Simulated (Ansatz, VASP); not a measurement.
# W in VASP and in Ansatz

POSCAR

```
W
1.0
   -1.5848038465      1.5848038465      1.5848038465
    1.5848038465     -1.5848038465      1.5848038465
    1.5848038465      1.5848038465     -1.5848038465
W
1
Direct
    0.0000000000      0.0000000000      0.0000000000
```

INCAR.step1

```
SYSTEM = W
PREC     = Accurate       ! precision mode
ENCUT    = 520            ! plane-wave cutoff, eV
ISMEAR   = 1              ! smearing method
SIGMA    = 1.0            ! smearing width, eV
LREAL    = .False.        ! projectors in reciprocal space
LASPH    = .True.         ! aspherical terms in the spheres
NELM     = 80             ! most SCF steps
NBANDS   = 13             ! bands
GGA      = PE             ! functional
ALGO     = Normal         ! electronic algorithm
EDIFF    = 1E-4           ! SCF threshold, eV
LWAVE    = .True.         ! write WAVECAR
LCHARG   = .False.        ! write CHGCAR
```

File INCAR.step2:

```
SYSTEM = W
PREC     = Accurate       ! precision mode
ENCUT    = 520            ! plane-wave cutoff, eV
EDIFF    = 1E-6           ! SCF threshold, eV
ISMEAR   = 1              ! smearing method
SIGMA    = 1.0            ! smearing width, eV
LREAL    = .False.        ! projectors in reciprocal space
LASPH    = .True.         ! aspherical terms in the spheres
NELM     = 80             ! most SCF steps
ALGO     = Normal         ! electronic algorithm
ISIF     = 2              ! what is computed and relaxed
LWAVE    = .False.        ! write WAVECAR
LCHARG   = .False.        ! write CHGCAR
METAGGA  = R2SCAN         ! meta-GGA
LMIXTAU  = .True.       
NBANDS   = 13             ! bands
ISTART   = 1
```

Contents of KPOINTS:

```
regular mesh
0
Gamma
  14 14 14
  0 0 0
```

Input for Ansatz:

```yaml
crystal:
  lattice:
    - [-1.5848038465, 1.5848038465, 1.5848038465]
    - [1.5848038465, -1.5848038465, 1.5848038465]
    - [1.5848038465, 1.5848038465, -1.5848038465]
  atoms:
    - { symbol: W, position: [0.0, 0.0, 0.0] }
hamiltonian:
  xc: r2scan
  pseudopotentials:
    kind: paw
    azcp:
      W: "pseudopotentials/W.paw.azcp"
basis:
  ecutwfc: 500
  fft_grid_basis: typed
kpoints:
  mp_grid: { grid: [14, 14, 14], shift: [0, 0, 0] }
magnetization:
  spin_polarized: false
scf:
  occupations: { method: methfessel_paxton, width: 1.0 }
  lower_state_search: "off"
output:
  stress: true
```

Alike in both runs: task single point; functional r2SCAN; k mesh 14 × 14 × 14; occupations methfessel-paxton of order 1, width 1 eV; no spin polarisation.

|  | VASP | Ansatz |
| --- | --- | --- |
| version | VASP 6.6.1 | Ansatz 0.2.0 |
| potentials or method | VASP PAW PBE potentials, release 64 (W_sv), cutoff 520 eV | plane waves (500 eV) with PAW, scalar-relativistic |
| valence electrons in the cell | 14 | 14 |

|  | VASP | Ansatz | Ansatz less VASP |
| --- | --- | --- | --- |
| pressure (GPa) | 0.5 | -0.8 | -1.22 |

VASP's potentials were made for PBE, not for r2SCAN.

Neither program's run includes spin-orbit coupling.
